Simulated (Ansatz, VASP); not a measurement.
## ZnAu in VASP and in Ansatz

INCAR

```
  PREC = Accurate
  ENCUT = 520
  EDIFF = 1E-6
  ISMEAR = -1
  SIGMA = 0.05
  LREAL = False
  LASPH = True
  NELM = 60
  ALGO = Normal
  ISIF = 2
  LWAVE = False
  LCHARG = True
  GGA = PE
  LELF = True
  LVHAR = True
  NBANDS = 18
```

Contents of KPOINTS:

```
regular mesh
0
Gamma
  7 7 7
```

POSCAR

```
ZnAu
1.0
    3.0211200000      0.0000000000      0.0000000000
    0.0000000000      3.0211200000      0.0000000000
    0.0000000000      0.0000000000      3.1470000000
Au Zn
1 1
Direct
    0.0000000000      0.0000000000      0.0000000000
    0.5000000000      0.5000000000      0.5000000000
```

input.yaml

```yaml
crystal:
  lattice:
    - [3.02112, 0.0, 0.0]
    - [0.0, 3.02112, 0.0]
    - [0.0, 0.0, 3.147]
  atoms:
    - { symbol: Au, position: [0.0, 0.0, 0.0] }
    - { symbol: Zn, position: [0.5, 0.5, 0.5] }
hamiltonian:
  xc: pbe
  pseudopotentials: { kind: paw }
kpoints:
  mp_grid: { grid: [7, 7, 7] }
  band_path:
    path:
      - [[0.0, 0.0, 0.0], [0.0, 0.5, 0.0], [0.5, 0.5, 0.0], [0.0, 0.0, 0.0], [0.0, 0.0, 0.5], [0.0, 0.5, 0.5], [0.5, 0.5, 0.5], [0.0, 0.0, 0.5]]
      - [[0.0, 0.5, 0.0], [0.0, 0.5, 0.5]]
      - [[0.5, 0.5, 0.0], [0.5, 0.5, 0.5]]
    npoints: 14
scf:
  occupations: { method: fermi_dirac, width: 0.05 }
  n_extra_bands: 6
output:
  forces: true
  stress: true
  eigenvalues: true
  fatbands: true
```

Alike in both runs: functional PBE; k mesh 7 × 7 × 7; occupations fermi-dirac, width 0.05 eV; no spin polarisation.

|  | VASP | Ansatz |
| --- | --- | --- |
| version | VASP 6.6.1 | Ansatz 0.2.0 |
| potentials or method | VASP PAW PBE potentials, release 64 (Au, Zn) | Ansatz PAW |
| plane-wave cutoff (eV) | 520 | 420 |
| valence electrons in the cell | 23 | 31 |
| task | single point | band structure |

```tsv
	VASP	Ansatz	Ansatz less VASP
gap on the k mesh at the Fermi level (eV)	none	none	-
pressure (GPa)	19.2	19.0	-0.15
traceless stress, the component that is largest in VASP (GPa)	1.04	1.00	-0.041
```

A gap of «none» marks a metal or a gap that the smearing closes. The functional is the same, so the differences come from potentials, cutoffs and numerics. VASP's potentials hold 23 valence electrons a cell and Ansatz's 31, so a difference there can come from the potentials and not from the codes.

Spin-orbit coupling is off throughout.
